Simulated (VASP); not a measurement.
# SnO2 (I4_1/amd) in VASP: notebook, part 2 of 2

VASP 6.6.1.

### 4 Single point, r2SCAN (14.42 Å³/atom)

This run uses another cell than the first one, of 14.42 Å³/atom.

Contents of POSCAR:

```
SnO2
1.0
   -2.0348074438      2.0348074438      5.2223819485
    2.0348074438     -2.0348074438      5.2223819485
    2.0348074438      2.0348074438     -5.2223819485
Sn O
2 4
Direct
    0.7500000000      0.2500000000      0.5000000000
    0.0000000000      0.0000000000      0.0000000000
    0.7991234845      0.7991234845      0.0000000000
    0.9508765155      0.4508765155      0.5000000000
    0.2008765155      0.2008765155      0.0000000000
    0.5491234845      0.0491234845      0.5000000000
```

Contents of INCAR.step1:

```
SYSTEM = SnO2
ALGO = Normal
EDIFF = 1E-4
ENCUT = 520
GGA = PE
ISMEAR = 0
LASPH = .TRUE.
LCHARG = .FALSE.
LREAL = .FALSE.
LWAVE = .TRUE.
NBANDS = 35
NELM = 60
PREC = Accurate
SIGMA = 0.02
```

Contents of INCAR.step2:

```
SYSTEM = SnO2
ALGO = Normal
EDIFF = 1E-6
ENCUT = 520
ISIF = 2
ISMEAR = 0
ISTART = 1
LASPH = .TRUE.
LCHARG = .FALSE.
LMIXTAU = .TRUE.
LREAL = .FALSE.
LWAVE = .FALSE.
METAGGA = R2SCAN
NBANDS = 35
NELM = 60
PREC = Accurate
SIGMA = 0.02
```

Contents of KPOINTS:

```
k-points
0
G
  10 10 10
  0 0 0
```

Potentials or basis: VASP PAW PBE potentials, release 64 (Sn_d, O).

Launch:

```console
cat potpaw_PBE.64/Sn_d/POTCAR potpaw_PBE.64/O/POTCAR > POTCAR
cp INCAR.step1 INCAR
mpirun -np 1 vasp_std > vasp.out
cp INCAR.step2 INCAR
mpirun -np 1 vasp_std > vasp.out
```

OUTCAR:

```text
SYSTEM = SnO2
   EDIFF = 1E-6
   ENCUT = 520
   ISIF = 2
   ISMEAR = 0
   ISTART = 1
   LASPH = .TRUE.
   LREAL = .FALSE.
   METAGGA = R2SCAN
   NELM = 60
   PREC = Accurate

 ion  position               nearest neighbor table
   1  0.750  0.250  0.500-   4 2.10   6 2.10   5 2.10   3 2.10   3 2.10   5 2.10   2 3.31   2 3.31
                             2 3.31   2 3.31
   2  0.000  0.000  0.000-   3 2.10   5 2.10   4 2.10   6 2.10   6 2.10   4 2.10   1 3.31   1 3.31
                             1 3.31   1 3.31
   3  0.799  0.799  0.000-   2 2.10   1 2.10   1 2.10
   4  0.951  0.451  0.500-   1 2.10   2 2.10   2 2.10
   5  0.201  0.201  0.000-   2 2.10   1 2.10   1 2.10
   6  0.549  0.049  0.500-   1 2.10   2 2.10   2 2.10

  LATTYP: Found a body centered tetragonal cell.
 ALAT       =     4.0696148876
 C/A-ratio  =     2.5665239059

  Lattice vectors:

 A1 = (  -2.0348074438,   2.0348074438,   5.2223819485)
 A2 = (   2.0348074438,  -2.0348074438,   5.2223819485)
 A3 = (   2.0348074438,   2.0348074438,  -5.2223819485)

Analysis of symmetry for initial positions (statically):
=====================================================================
 Subroutine PRICEL returns:
 Original cell was already a primitive cell.

 Routine SETGRP: Setting up the symmetry group for a
 body centered tetragonal supercell.

 Subroutine GETGRP returns: Found 16 space group operations
 (whereof  8 operations were pure point group operations)
 out of a pool of 16 trial point group operations.

The static configuration has the point symmetry D_2d.
 The point group associated with its full space group is D_4h.

Analysis of symmetry for dynamics (positions and initial velocities):
=====================================================================
 Subroutine PRICEL returns:
 Original cell was already a primitive cell.

 Routine SETGRP: Setting up the symmetry group for a
 body centered tetragonal supercell.

 Subroutine GETGRP returns: Found 16 space group operations
 (whereof  8 operations were pure point group operations)
 out of a pool of 16 trial point group operations.

The dynamic configuration has the point symmetry D_2d.
 The point group associated with its full space group is D_4h.

 Subroutine INISYM returns: Found 16 space group operations
 (whereof  8 operations are pure point group operations),
 and found     1 'primitive' translations

----------------------------------------------------------------------------------------

                                     Primitive cell

  volume of cell :      86.4919

  direct lattice vectors                    reciprocal lattice vectors
    -2.034807444  2.034807444  5.222381948     0.000000000  0.245723497  0.095741753
     2.034807444 -2.034807444  5.222381948     0.245723497  0.000000000  0.095741753
     2.034807444  2.034807444 -5.222381948     0.245723497  0.245723497  0.000000000

  length of vectors
     5.962730573  5.962730573  5.962730573     0.263716742  0.263716742  0.347505501

  position of ions in fractional coordinates (direct lattice)
     0.750000000  0.250000000  0.500000000
     0.000000000  0.000000000  0.000000000
     0.799123485  0.799123485  0.000000000
     0.950876515  0.450876515  0.500000000
     0.200876515  0.200876515  0.000000000
[... 40 lines left out ...]
  0.100000 -0.000000  0.000000      8.000000
  0.200000 -0.000000  0.000000      8.000000
  0.300000 -0.000000  0.000000      8.000000
  0.400000 -0.000000  0.000000      8.000000
  0.500000 -0.000000  0.000000      4.000000
[... 16 lines left out ...]
  0.300000  0.300000  0.000000      8.000000
  0.400000  0.300000  0.000000     16.000000
 [... further k-points ...]
   k-points           NKPTS =    102   k-points in BZ     NKDIM =    102   number of bands    NBANDS=     35
   number of dos      NEDOS =    301   number of ions     NIONS =      6
   total plane-waves  NPLWV = 110592
   dimension x,y,z NGX =    48 NGY =   48 NGZ =   48
   dimension x,y,z NGXF=    96 NGYF=   96 NGZF=   96
   ions per type =               2   4
   NGX,Y,Z   is equivalent  to a cutoff of  13.38, 13.38, 13.38 a.u.
   NGXF,Y,Z  is equivalent  to a cutoff of  26.77, 26.77, 26.77 a.u.
 SYSTEM =  SnO2
   PREC   = accura    normal or accurate (medium, high low for compatibility)
   ISTART =      1    job   : 0-new  1-cont  2-samecut
   ICHARG =      0    charge: 1-file 2-atom 10-const
   ISPIN  =      1    spin polarized calculation?
   LNONCOLLINEAR =      F non collinear calculations
   LSORBIT =      F    spin-orbit coupling
   LASPH  =      T    aspherical Exc in radial PAW
   ENCUT  =  520.0 eV  38.22 Ry    6.18 a.u.  11.09 11.09 11.09*2*pi/ulx,y,z
   NELM   =     60;   NELMIN=  2; NELMDL=  0     # of ELM steps
   EDIFF  = 0.1E-05   stopping-criterion for ELM
   LREAL  =      F    real-space projection
   EDIFFG = 0.1E-04   stopping-criterion for IOM
   NSW    =      0    number of steps for IOM
   IBRION =     -1    ionic relax: 0-MD 1-quasi-New 2-CG
   NFREE  =      0    steps in history (QN), initial steepest desc. (CG)
   ISIF   =      2    stress and relaxation
   ISYM   =      2    0-nonsym 1-usesym 2-fastsym
   POTIM  = 0.5000    time-step for ionic-motion
   TEBEG  =    0.0;   TEEND  =   0.0 temperature during run
   PSTRESS=    0.0 pullay stress
   NELECT =      52.0000    total number of electrons
   NUPDOWN=      -1.0000    fix difference up-down
   EMIN   =  10.00;   EMAX   =-10.00  energy-range for DOS
   EFERMI =   0.00;   METHOD = LEGACY
   ISMEAR =     0;   SIGMA  =   0.02  broadening in eV -4-tet -1-fermi 0-gaus
   EFERMI_NEDOS =   21; number of points for ismear=-14 and -15
   IALGO  =     38    algorithm
   IMIX   =      4    mixing-type and parameters
     AMIX     =   0.40;   BMIX     =  1.00
     AMIX_MAG =   1.60;   BMIX_MAG =  1.00
  volume/ion in A,a.u.               =      14.42        97.28
  Fermi-wavevector in a.u.,A,eV,Ry     =   1.381712  2.611057 25.975264  1.909128
  Thomas-Fermi vector in A             =   2.506471
   LORBIT       =      0    0 simple, 1 ext, 2 COOP (PROOUT), +10 PAW based schemes
   METAGGA = R2SCAN    functional components
   LHFCALC =     F    Hartree Fock is set to
   AEXX    =    0.0000 exact exchange contribution
   IVDW    =     0    specifies the selected vdW correction
   LEPSILON=     F    determine dielectric tensor
   LRPA    =     F    only Hartree local field effects (RPA)
 non-spin polarized calculation
 Gauss-broadening in eV      SIGMA  =   0.02
  energy-cutoff  :      520.00
  volume of cell :       86.49
 maximum number of plane-waves:      2351
 NGX is ok and might be reduce to    48
   NGX = 23   NGY = 23   NGZ = 23

 number of electron      51.9999996 magnetization

 Free energy of the ion-electron system (eV)
  ---------------------------------------------------
  ext. energy  EPLUGINS =         0.00000000
  ---------------------------------------------------
  free energy    TOTEN  =       -84.00129849 eV

  energy without entropy =      -84.00129849  energy(sigma->0) =      -84.00129849

 E-fermi :   3.1966     XC(G=0): -10.7505

 val. band max:        3.0596756778   @ k =   0.5000   0.3000   0.1000
 cond. band min:       4.8893993963   @ k =   0.0000   0.0000   0.0000
 fundamental gap:      1.8297237186
 Fermi energy:         3.1965601198

 k-point     1 :       0.0000    0.0000    0.0000
  band No.  band energies     occupation
      1     -17.9004      2.00000
      2     -17.8541      2.00000
      3     -17.7247      2.00000
      4     -17.2058      2.00000
      5     -17.0555      2.00000
      6     -17.0555      2.00000
[... 901 lines left out ...]
     34      14.9636      0.00000
     35      16.2236      0.00000

 [... further k-points ...]

------------------------ aborting loop because EDIFF is reached ----------------------------------------

  FORCE on cell =-STRESS in cart. coord.  units (eV):
  Direction    XX          YY          ZZ          XY          YZ          ZX
  --------------------------------------------------------------------------------------
  -------------------------------------------------------------------------------------
  Total       -4.2055727     -4.2055727     -3.9786830      0.0000000      0.0000000      0.0000000
  in kB      -77.9041273    -77.9041273    -73.7012181      0.0000000      0.0000000      0.0000000
  external PRESSURE =     -76.5031576 kB  Pullay stress =       0.0000000 kB

 VOLUME and BASIS-vectors are now :
 -----------------------------------------------------------------------------
  energy-cutoff  :      520.00
  volume of cell :       86.49
      direct lattice vectors                 reciprocal lattice vectors
    -2.034807444  2.034807444  5.222381948     0.000000000  0.245723497  0.095741753
     2.034807444 -2.034807444  5.222381948     0.245723497  0.000000000  0.095741753
     2.034807444  2.034807444 -5.222381948     0.245723497  0.245723497  0.000000000

 POSITION                                       TOTAL-FORCE (eV/Angst)
 -----------------------------------------------------------------------------------
      0.00000      2.03481      2.61119        -0.000000     -0.000000      0.000000
      0.00000      0.00000      0.00000        -0.000000     -0.000000      0.000000
      0.00000      0.00000      8.34666         0.000000     -0.000000     -0.042484
      0.00000      2.03481      4.70930        -0.000000      0.000000      0.042484
      0.00000      0.00000      2.09811         0.000000     -0.000000      0.042484
      0.00000      2.03481      0.51308        -0.000000      0.000000     -0.042484
 -----------------------------------------------------------------------------------
    total drift:                                0.000000     -0.000000     -0.000000

  FREE ENERGIE OF THE ION-ELECTRON SYSTEM (eV)
  ---------------------------------------------------
  free  energy   TOTEN  =       -84.0012984870 eV

  energy  without entropy=      -84.0012984870  energy(sigma->0) =      -84.00129849
```

Run time: 21 min. Hardware: 1 thread of Intel Xeon 6975P-C (Granite Rapids), shared host; peak memory 0.49 GiB.

Results:

| Quantity | Value |
| --- | --- |
| Free energy | -84.0013 eV |
| Pressure | -7.7 GPa |
| Largest force | 0.042 eV/Å |
| Band gap on the k mesh | 1.83 eV (least direct gap 2.14 eV) |

Forces in eV/Å, atoms in the order of the input:
```
Sn   0.000  0.000  0.000
Sn   0.000  0.000  0.000
O    0.000  0.000 -0.042
O    0.000  0.000  0.042
O    0.000  0.000  0.042
O    0.000  0.000 -0.042
```

Caveat: the cell stands under tension; the PAW data sets were made with another functional, which shifts forces and pressure a little; spin-orbit coupling is left out, which moves the levels of the heavy elements.

### 5 Overview

```csv
cell,k mesh,smearing,gap on the mesh (eV),pressure (GPa),largest force (eV/Å)
"a = 5.833 Å, angles 139.9, 139.9, 58.0°, 6 atoms, atomic positions A",8 × 8 × 8,gaussian 0.05 eV,2.35,1.0,0.04
"a = 5.902 Å, angles 140.0, 140.0, 57.8°, 6 atoms, atomic positions B",10 × 10 × 10,gaussian 0.02 eV,2.09,-3.7,0.04
"a = 5.963 Å, angles 140.1, 140.1, 57.7°, 6 atoms, atomic positions C",10 × 10 × 10,gaussian 0.02 eV,1.83,-7.7,0.04
```

Alike in all rows: task single point; level r2SCAN; potentials or basis VASP PAW PBE potentials, release 64 (Sn_d, O); no spin polarisation; cutoff (eV) 520.

Caveats: the PAW data sets were made with another functional, which shifts forces and pressure a little; spin-orbit coupling is left out, which moves the levels of the heavy elements; the cell stands under tension (at least some runs).

Total energies depend on the potentials used, so only differences within one code and one set of settings carry meaning.
